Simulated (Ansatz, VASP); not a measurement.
**Two plane-wave programs on Eu**

```xyz
1
Lattice="2.6807 0.0000 0.0000 0.0000 2.6807 0.0000 0.0000 0.0000 2.6807" Properties=species:S:1:pos:R:3 pbc="T T T"
Eu    0.0000    0.0000    0.0000
```

Change from the starting cell: volume scaled by 0.58, PAW files.

Alike in both runs: task single point; functional LDA; k mesh 11 × 11 × 11; occupations fermi-dirac, width 0.05 eV; collinear spin.

```csv
,VASP,Ansatz
version,VASP 6.6.1,Ansatz 0.2.0
potentials or method,"VASP PAW PBE potentials, release 64 (Eu)","PAW with Ansatz's default frozen-core files, scalar-relativistic"
plane-wave cutoff (eV),520,420
valence electrons in the cell,17,17
```

VASP gave:

```
pressure (GPa)                                                : 28.9
net moment per atom (μB)                                      : 6.83
size of the moment on the site where the two differ most (μB) : 6.58
```

Problem. What did Ansatz give for the same quantities?

Solution. Pressure (GPa): 29.1; net moment per atom (μB): 6.90; size of the moment on the site where the two differ most (μB): 6.59.

VASP's potentials were made for PBE, not for LDA. LDA's correlation is that of Perdew and Zunger in VASP and of Perdew and Wang (1992) in Ansatz. Site moments also hang on the region over which each program counts them. Both programs put the cell under a high pressure, so it lies far from rest at this level.

Neither program's run includes spin-orbit coupling.
